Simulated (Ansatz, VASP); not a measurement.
**Two plane-wave programs on Zn3O4**

```
Zn O
1.0
     4.82981    0.00000    0.00000
    -2.41491    4.18274    0.00000
     0.00000    0.00000    4.79451
Zn O
3 4
Direct
  0.00000 0.50000 0.00000
  0.50000 0.00000 0.00000
  0.50000 0.50000 0.00000
  0.00000 0.00000 0.26033
  0.00000 0.00000 0.73967
  0.33333 0.66667 0.50000
  0.66667 0.33333 0.50000
```

Change from the starting cell: species swapped into the Zr4Al3 type (P6/mmm, No. 191).

Alike in both runs: task single point; functional PBE; k mesh 6 × 6 × 4; occupations gaussian, width 0.1 eV; no spin polarisation.

|  | VASP | Ansatz |
| --- | --- | --- |
| version | VASP 6.6.1 | Ansatz 0.2.0 |
| potentials or method | VASP PAW PBE potentials, release 64 (Zn, O), cutoff 520 eV | scalar-relativistic, plane waves, PAW |
| valence electrons in the cell | 60 | 60 |

```tsv
	VASP	Ansatz	Ansatz less VASP
gap on the k mesh at the Fermi level (eV)	none	none	-
pressure (GPa)	-12.1	-12.2	-0.09
traceless stress, the component that is largest in VASP (GPa)	-21.34	-21.26	+0.088
rms of the force components (eV/Å)	0.245	0.248	+0.0035
```

Atom by atom the forces differ by 0.003 eV/Å (rms over components). A gap of «none» marks a metal or a gap that the smearing closes. The functional is the same, so the differences come from potentials, cutoffs and numerics.
